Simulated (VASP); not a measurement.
Al2Si, 3 atoms in the cell. It takes space group P4/mmm (No. 123, tetragonal). Conventional cell: a = 3.885 Å, b = 3.885 Å, c = 3.650 Å, α = 90.00°, β = 90.00°, γ = 90.00°. Within 3.5 Å of Al (site symmetry mmm) lie 4 Si at 2.67 Å and 4 Al at 2.75 Å. Within 3.5 Å of Si (site symmetry 4/mmm) lie 8 Al at 2.67 Å. The cell was built from a structure type or drawn by symmetry, and may not be a known phase.

* Program: VASP 6.6.1
* Task: relaxation of cell and atoms
* Functional: PBE
* Potentials or basis: VASP PAW PBE potentials, release 64 (Al, Si)
* Cutoff: 600 eV
* k mesh: 12 × 12 × 12
* Occupations: gaussian, width 0.1 eV
* Spin: no spin polarisation
* Dipole correction: no
* Further INCAR settings: ALGO = Fast; EDIFF = 1e-06; IBRION = 2; EDIFFG = -0.01; NSW = 100; ISIF = 3

Potentials or basis: VASP PAW PBE potentials, release 64 (Al, Si).

Command:

```bash
$ cat potpaw_PBE.64/Al/POTCAR potpaw_PBE.64/Si/POTCAR > POTCAR
$ mpirun -np 1 vasp_std > vasp.out
```

Hardware: 1 thread of Intel(R) Xeon(R) 6975P-C (Granite Rapids), with other jobs on the host.

**Question.** How long does it take, and how much memory?

**Answer.** Wall time 56 s on 1 thread of Intel(R) Xeon(R) 6975P-C (Granite Rapids), with other jobs on the host, peak memory 0.27 GiB. Counts: scf iterations 22, k points 196, ion steps 3.
